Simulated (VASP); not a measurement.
# AlCo (rocksalt type) (Fm-3m) in VASP: further runs

AlCo (rocksalt type) is run at these levels: PBE; tasks: relaxation of cell and atoms, single point.

Everything below comes from runs of VASP 6.6.1. Logs are shortened: lines on timing, memory, paths and dates and some standing lists are left out, and cuts for length are marked.

**1. The cell of the first run**

Symmetry: Fm-3m, No. 225, cubic system. The conventional cell has a = 4.828 Å, b = 4.828 Å, c = 4.828 Å, α = 90.00°, β = 90.00°, γ = 90.00°. Co (site symmetry m-3m) has 6 Al at 2.41 Å within 3.2 Å. Within 3.2 Å of Al (site symmetry m-3m) lie 6 Co at 2.41 Å.

**2. Relaxation of cell and atoms, PBE**

The input, INCAR:

```
ALGO     = Normal         # electronic algorithm
EDIFF    = 1E-6           # SCF threshold, eV
EDIFFG   = -0.005         # ionic threshold
ENCUT    = 600            # plane-wave cutoff, eV
GGA      = PE             # functional
IBRION   = 2              # ionic algorithm
ISIF     = 3              # what is computed and relaxed
ISMEAR   = -1             # smearing method
LASPH    = True           # aspherical terms in the spheres
LCHARG   = False          # write CHGCAR
LREAL    = False          # projectors in reciprocal space
LWAVE    = False          # write WAVECAR
NELM     = 60             # most SCF steps
NSW      = 60             # ionic steps
PREC     = Accurate       # precision mode
SIGMA    = 0.05           # smearing width, eV
```

The input, KPOINTS:

```
k-points
0
Gamma
  15 15 15
```

The input, POSCAR:

```
AlCo
1.0
    0.0000000000      2.4137972614      2.4137972614
    2.4137972614      0.0000000000      2.4137972614
    2.4137972614      2.4137972614      0.0000000000
Co Al
1 1
Direct
    0.0000000000      0.0000000000      0.0000000000
    0.5000000000      0.5000000000      0.5000000000
```

Potentials or basis: VASP PAW PBE potentials, release 64 (Co, Al).

Launch:

```sh
$ cat potpaw_PBE.64/Co/POTCAR potpaw_PBE.64/Al/POTCAR > POTCAR
$ mpirun -np 1 vasp_std > vasp.out
```

OUTCAR:

```text
EDIFF = 1E-6
   EDIFFG = -0.005
   ENCUT = 600
   GGA = PE
   IBRION = 2
   ISIF = 3
   ISMEAR = -1
   LASPH = True
   LREAL = False
   NELM = 60
   NSW = 60
   PREC = Accurate

 ion  position               nearest neighbor table
   1  0.000  0.000  0.000-   2 2.41   2 2.41   2 2.41   2 2.41   2 2.41   2 2.41
   2  0.500  0.500  0.500-   1 2.41   1 2.41   1 2.41   1 2.41   1 2.41   1 2.41

  LATTYP: Found a face centered cubic cell.
 ALAT       =     4.8275945228

  Lattice vectors:

 A1 = (   0.0000000000,   2.4137972614,   2.4137972614)
 A2 = (   2.4137972614,   0.0000000000,   2.4137972614)
 A3 = (   2.4137972614,   2.4137972614,   0.0000000000)

Analysis of symmetry for initial positions (statically):
=====================================================================
 Subroutine PRICEL returns:
 Original cell was already a primitive cell.

 Routine SETGRP: Setting up the symmetry group for a
 face centered cubic supercell.

 Subroutine GETGRP returns: Found 48 space group operations
 (whereof 48 operations were pure point group operations)
 out of a pool of 48 trial point group operations.

The static configuration has the point symmetry O_h .

Analysis of symmetry for dynamics (positions and initial velocities):
=====================================================================
 Subroutine PRICEL returns:
 Original cell was already a primitive cell.

 Routine SETGRP: Setting up the symmetry group for a
 face centered cubic supercell.

 Subroutine GETGRP returns: Found 48 space group operations
 (whereof 48 operations were pure point group operations)
 out of a pool of 48 trial point group operations.

The dynamic configuration has the point symmetry O_h .

 Subroutine INISYM returns: Found 48 space group operations
 (whereof 48 operations are pure point group operations),
 and found     1 'primitive' translations

----------------------------------------------------------------------------------------

                                     Primitive cell

  volume of cell :      28.1276

  direct lattice vectors                    reciprocal lattice vectors
     0.000000000  2.413797261  2.413797261    -0.207142500  0.207142500  0.207142500
     2.413797261  0.000000000  2.413797261     0.207142500 -0.207142500  0.207142500
     2.413797261  2.413797261  0.000000000     0.207142500  0.207142500 -0.207142500

  length of vectors
     3.413624824  3.413624824  3.413624824     0.358781335  0.358781335  0.358781335
[... 98 lines left out ...]
   IALGO  =     38    algorithm
   IMIX   =      4    mixing-type and parameters
     AMIX     =   0.40;   BMIX     =  1.00
     AMIX_MAG =   1.60;   BMIX_MAG =  1.00
  volume/ion in A,a.u.               =      14.06        94.91
  Fermi-wavevector in a.u.,A,eV,Ry     =   1.232417  2.328931 20.665242  1.518852
  Thomas-Fermi vector in A             =   2.367188
   LORBIT       =      0    0 simple, 1 ext, 2 COOP (PROOUT), +10 PAW based schemes
   GGA     = PE    functional components
   LHFCALC =     F    Hartree Fock is set to
   AEXX    =    0.0000 exact exchange contribution
   IVDW    =     0    specifies the selected vdW correction
   LEPSILON=     F    determine dielectric tensor
   LRPA    =     F    only Hartree local field effects (RPA)
 conjugate gradient relaxation of ions
 non-spin polarized calculation
  energy-cutoff  :      600.00
  volume of cell :       28.13
 maximum number of plane-waves:       955
   NGX = 13   NGY = 13   NGZ = 13

--------------------------------------- Ionic step        1  -------------------------------------------

 number of electron      12.0000003 magnetization

 Free energy of the ion-electron system (eV)
  ---------------------------------------------------
  ext. energy  EPLUGINS =         0.00000000
  ---------------------------------------------------
  free energy    TOTEN  =       -10.33165359 eV

  energy without entropy =      -10.31852657  energy(sigma->0) =      -10.32509008

------------------------ aborting loop because EDIFF is reached ----------------------------------------

  FORCE on cell =-STRESS in cart. coord.  units (eV):
  Direction    XX          YY          ZZ          XY          YZ          ZX
  --------------------------------------------------------------------------------------
  -------------------------------------------------------------------------------------
  Total       -0.5057653     -0.5057653     -0.5057653      0.0000000     -0.0000000      0.0000000
  in kB      -28.8089370    -28.8089370    -28.8089370      0.0000000     -0.0000000      0.0000000
  external PRESSURE =     -28.8089370 kB  Pullay stress =       0.0000000 kB
[... 59 lines left out ...]
--------------------------------------- Ionic step        3  -------------------------------------------

 number of electron      12.0000004 magnetization

 Free energy of the ion-electron system (eV)
  ---------------------------------------------------
  ext. energy  EPLUGINS =         0.00000000
  ---------------------------------------------------
  free energy    TOTEN  =       -10.33802269 eV

  energy without entropy =      -10.32558434  energy(sigma->0) =      -10.33180352

 E-fermi :   8.3074     XC(G=0): -11.3801

 val. band max:        8.2944925080   @ k =  -0.4000   0.3333   0.0667
 cond. band min:       8.3114508984   @ k =  -0.3333   0.4667   0.2000
 fundamental gap:      0.0169583904
 Fermi energy:         8.3074073687

 k-point     1 :       0.0000    0.0000    0.0000
  band No.  band energies     occupation
      1      -1.4482      2.00000
      2       6.9005      2.00000
      3       6.9005      2.00000
      4       6.9005      2.00000
      5       7.0433      2.00000
      6       7.0433      2.00000
      7      15.5928      0.00000
      8      15.5928      0.00000
      9      15.5928      0.00000
     10      19.4908      0.00000
[... 287 lines left out ...]
 k-point    24 :       0.2000    0.1333    0.0000
  band No.  band energies     occupation
      1      -0.6545      2.00000
      2       6.5952      2.00000
      3       6.6594      2.00000
      4       6.9733      2.00000
      5       7.0740      2.00000
      6       7.1995      2.00000
      7      13.2116      0.00000
      8      13.9210      0.00000
      9      15.5845      0.00000
     10      17.4094      0.00000

 [... further k-points ...]

------------------------ aborting loop because EDIFF is reached ----------------------------------------

  FORCE on cell =-STRESS in cart. coord.  units (eV):
  Direction    XX          YY          ZZ          XY          YZ          ZX
  --------------------------------------------------------------------------------------
  -------------------------------------------------------------------------------------
  Total       -0.0057397     -0.0057397     -0.0057397      0.0000000      0.0000000     -0.0000000
  in kB       -0.3352132     -0.3352132     -0.3352132      0.0000000      0.0000000     -0.0000000
  external PRESSURE =      -0.3352132 kB  Pullay stress =       0.0000000 kB
[... 17 lines left out ...]
  FREE ENERGIE OF THE ION-ELECTRON SYSTEM (eV)
  ---------------------------------------------------
  free  energy   TOTEN  =       -10.3380226872 eV

  energy  without entropy=      -10.3255843449  energy(sigma->0) =      -10.33180352

 reached required accuracy - stopping structural energy minimisation
```

Wall time 2.5 min (1 thread of AMD EPYC 7R13, shared host); peak memory 0.17 GiB.

What came out:

```
Free energy                           : -10.3380 eV
Relaxed volume                        : 13.72 Å³/atom
Relaxed cell                          : a = 3.385 Å, b = 3.385 Å, c = 3.385 Å, α = 60.00°, β = 60.00°, γ = 60.00°
Space group after relaxing (to 0.1 Å) : Fm-3m (No. 225)
Energy gained by relaxing             : 3.2 meV/atom
Ionic steps                           : 3
Pressure after relaxing               : 0.0 GPa
Band gap on the k mesh                : zero (bands 6 and 7 overlap by 0.10 eV)
```

Step by step:
```csv
step,energy change (eV),largest force (eV/Å),pressure (GPa),volume (Å³)
1,0.0000,0.0000,-2.88,28.13
2,-0.0049,0.0000,1.54,27.11
3,-0.0064,0.0000,-0.03,27.43
```

Final structure:
```yaml
crystal:
  lattice:
    - [0.00000, 2.39377, 2.39377]
    - [2.39377, 0.00000, 2.39377]
    - [2.39377, 2.39377, 0.00000]
  atoms:
    - { symbol: Co, position: [0.00000, 0.00000, 0.00000] }
    - { symbol: Al, position: [0.50000, 0.50000, 0.50000] }
```

Levels at points of the mesh, in eV from the Fermi level:
```csv
k point,band 2,band 3,band 4,band 5,band 6,band 7,band 8,band 9,band 10
"(0.00, 0.00, 0.00)",-1.41,-1.41,-1.41,-1.26,-1.26,7.29,7.29,7.29,11.18
```

Caveat: the run has no spin polarisation, though such a crystal can be magnetic. Spin polarisation is off, so any magnetic state and its effect on volume and gap are missing.

**3. Single point, PBE (7.55 Å³/atom)**

This run uses another cell than the first one, of 7.55 Å³/atom.

The input, INCAR:

```
SYSTEM = AlCo
PREC = Accurate
ENCUT = 520
EDIFF = 1E-6
ISMEAR = -1
SIGMA = 0.05
LREAL = .FALSE.
LASPH = .TRUE.
NELM = 80
ALGO = Normal
ISIF = 2
LWAVE = .FALSE.
LCHARG = .FALSE.
GGA = PE
NBANDS = 13
```

The input, KPOINTS:

```
regular mesh
0
G
  15 15 15
  0 0 0
```

The input, POSCAR:

```
AlCo
1.0
    0.0000000000      1.9617490382      1.9617490382
    1.9617490382      0.0000000000      1.9617490382
    1.9617490382      1.9617490382      0.0000000000
Co Al
1 1
Direct
    0.0000000000      0.0000000000      0.0000000000
    0.5000000000      0.5000000000      0.5000000000
```

Potentials or basis: VASP PAW PBE potentials, release 64 (Co, Al).

Launch:

```sh
$ cat potpaw_PBE.64/Co/POTCAR potpaw_PBE.64/Al/POTCAR > POTCAR
$ mpirun -np 1 vasp_std > vasp.out
```

Run time: 27 s. Hardware: 1 thread of Intel Xeon 8259CL, shared host; peak memory 0.16 GiB.

It converged, with:

| Property | Result |
| --- | --- |
| Free energy | -4.6453 eV |
| Pressure | 245.5 GPa |
| Band gap on the k mesh | zero (bands 6 and 7 overlap by 0.16 eV) |

Levels at points of the mesh, in eV from the Fermi level:
| k point | band 2 | band 3 | band 4 | band 5 | band 6 | band 7 | band 8 | band 9 | band 10 | band 11 |
| --- | --- | --- | --- | --- | --- | --- | --- | --- | --- | --- |
| (0.00, 0.00, 0.00) | -4.20 | -4.20 | -4.20 | -3.55 | -3.55 | 12.37 | 12.56 | 12.56 | 12.56 | 14.88 |

Caveat: the cell stands under pressure; the run has no spin polarisation, though such a crystal can be magnetic.

**4. Single point, PBE (7.55 Å³/atom)**

This run uses another cell than the first one, of 7.55 Å³/atom.

The input, INCAR:

```
PREC = Accurate
ENCUT = 520
EDIFF = 1E-6
ISMEAR = -1
SIGMA = 0.05
LREAL = False
LASPH = True
NELM = 60
ALGO = Normal
ISIF = 2
LWAVE = False
LCHARG = True
GGA = PE
LELF = True
LVHAR = True
NBANDS = 13
```

The input, KPOINTS:

```
Automatic mesh
0
Gamma
  15 15 15
```

POSCAR is that of step 3.

Launch:

```sh
$ cat potpaw_PBE.64/Co/POTCAR potpaw_PBE.64/Al/POTCAR > POTCAR
$ mpirun -np 1 vasp_std > vasp.out
```

Wall time 31 s (1 thread of Intel Xeon 8259CL, shared host); peak memory 0.16 GiB.

It converged, with:

```
Free energy            : -4.6453 eV
Pressure               : 245.5 GPa
Band gap on the k mesh : zero (bands 6 and 7 overlap by 0.16 eV)
```

Levels at points of the mesh, in eV from the Fermi level:
```csv
k point,band 3,band 4,band 5,band 6,band 7,band 8,band 9,band 10
"(0.00, 0.00, 0.00)",-4.20,-4.20,-3.55,-3.55,12.37,12.56,12.56,12.56
```

Caveat: the cell stands under pressure; the run has no spin polarisation, though such a crystal can be magnetic.

**5. Single point, PBE (8.79 Å³/atom)**

This run uses another cell than the first one, of 8.79 Å³/atom.

The input, INCAR:

```
SYSTEM = AlCo
PREC = Accurate ; ENCUT = 520
EDIFF = 1E-7 ; ISMEAR = -1
SIGMA = 0.05 ; LREAL = .FALSE.
LASPH = .TRUE. ; NELM = 60
ALGO = Normal ; ISIF = 2
LWAVE = .FALSE. ; LCHARG = .FALSE.
GGA = PE ; NBANDS = 13
```

The input, KPOINTS:

```
regular mesh
0
G
  15 15 15
  0 0 0
```

The input, POSCAR:

```
AlCo
1.0
    0.0000000000      2.0633958046      2.0633958046
    2.0633958046      0.0000000000      2.0633958046
    2.0633958046      2.0633958046      0.0000000000
Co Al
1 1
Direct
    0.0000000000      0.0000000000      0.0000000000
    0.5000000000      0.5000000000      0.5000000000
```

Launch:

```sh
$ cat potpaw_PBE.64/Co/POTCAR potpaw_PBE.64/Al/POTCAR > POTCAR
$ mpirun -np 1 vasp_std > vasp.out
```

Run time: 46 s. Hardware: 1 thread of Intel Xeon 8259CL, shared host; peak memory 0.16 GiB.

The run converged. Its results:

- Free energy: -7.4945 eV
- Pressure: 135.0 GPa
- Band gap on the k mesh: zero (bands 6 and 7 overlap by 0.15 eV)

Levels at points of the mesh, in eV from the Fermi level:
| k point | band 4 | band 5 | band 6 | band 7 | band 8 | band 9 |
| --- | --- | --- | --- | --- | --- | --- |
| (0.00, 0.00, 0.00) | -3.19 | -2.72 | -2.72 | 10.97 | 10.97 | 10.97 |

Caveat: the cell stands under pressure; the run has no spin polarisation, though such a crystal can be magnetic. Spin polarisation is off, so any magnetic state and its effect on volume and gap are missing.

**6. Single point, PBE (9.88 Å³/atom)**

This run uses another cell than the first one, of 9.88 Å³/atom.

The input, INCAR:

```
PREC = Accurate ; ENCUT = 520
EDIFF = 1E-6 ; ISMEAR = -1
SIGMA = 0.05 ; LREAL = F
LASPH = T ; NELM = 100
ALGO = Normal ; ISIF = 2
LWAVE = F ; LCHARG = F
GGA = PE ; NBANDS = 13
```

The input, KPOINTS:

```
regular mesh
0
Gamma
  15 15 15
```

The input, POSCAR:

```
AlCo
1.0
    0.0000000000      2.1460181168      2.1460181168
    2.1460181168      0.0000000000      2.1460181168
    2.1460181168      2.1460181168      0.0000000000
Co Al
1 1
Direct
    0.0000000000      0.0000000000      0.0000000000
    0.5000000000      0.5000000000      0.5000000000
```

Potentials or basis: VASP PAW PBE potentials, release 64 (Co, Al).

Launch:

```sh
$ cat potpaw_PBE.64/Co/POTCAR potpaw_PBE.64/Al/POTCAR > POTCAR
$ mpirun -np 1 vasp_std > vasp.out
```

Wall time 52 s (1 thread of Intel Xeon 8259CL, shared host); peak memory 0.16 GiB.

Results (log left out):

```yaml
Free_energy: -8.9237 eV
Pressure: 78.0 GPa
Band_gap_on_the_k_mesh: zero (bands 6 and 7 overlap by 0.13 eV)
```

Levels at points of the mesh, in eV from the Fermi level:
```
           k point  band 4  band 5  band 6  band 7  band 8  band 9
(0.00, 0.00, 0.00)   -2.57   -2.21   -2.21    9.85    9.85    9.85
```

Caveat: the cell stands under pressure; the run has no spin polarisation, though such a crystal can be magnetic.

**7. Summary**

```tsv
task	cell	cutoff (eV)	gap on the mesh (eV)	pressure (GPa)
relaxation of cell and atoms	relaxed from a = 3.414 Å, angles 60.0°, 2 atoms	600	none	0.0
single point	a = 2.774 Å, angles 60.0°, 2 atoms	520	none	245.5
single point	a = 2.918 Å, angles 60.0°, 2 atoms	520	none	135.0
single point	a = 3.035 Å, angles 60.0°, 2 atoms	520	none	78.0
```

Alike in all rows: level PBE; potentials or basis VASP PAW PBE potentials, release 64 (Co, Al); no spin polarisation; k mesh 15 × 15 × 15; smearing fermi-dirac 0.05 eV.

Caveats: the run has no spin polarisation, though such a crystal can be magnetic; the cell stands under pressure (at least some runs).

Absolute energies hang on the potentials; compare differences alone.
